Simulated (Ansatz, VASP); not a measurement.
**One calculation of CdSeS4, two programs**

```
Cd Se S
1.0
     0.00000    4.18330    4.18330
     4.18330    0.00000    4.18330
     4.18330    4.18330    0.00000
Cd Se S
1 1 4
Direct
  0.75000 0.75000 0.75000
  0.00000 0.00000 0.00000
  0.87506 0.37498 0.37498
  0.37498 0.37498 0.37498
  0.37498 0.87506 0.37498
  0.37498 0.37498 0.87506
```

Change from the starting cell: species swapped into the GdYCo4 type (F-43m, No. 216).

Alike in both runs: task single point; functional PBE; k mesh 4 × 4 × 4; occupations gaussian, width 0.1 eV; no spin polarisation.

```csv
,VASP,Ansatz
version,VASP 6.6.1,Ansatz 0.2.0
potentials or method,"VASP PAW PBE potentials, release 64 (Cd, Se, S), cutoff 520 eV","scalar-relativistic, plane waves, PAW"
valence electrons in the cell,42,60
```

|  | VASP | Ansatz | Ansatz less VASP |
| --- | --- | --- | --- |
| gap on the k mesh at the Fermi level (eV) | none | none | - |
| pressure (GPa) | -8.8 | -8.8 | +0.01 |
| rms of the force components (eV/Å) | 0.032 | 0.032 | +0.0003 |

Atom by atom the forces differ by 0.000 eV/Å (rms over components). A gap of «none» marks a metal or a gap that the smearing closes. The functional is the same, so the differences come from potentials, cutoffs and numerics. VASP's potentials hold 42 valence electrons a cell and Ansatz's 60, so a difference there can come from the potentials and not from the codes.
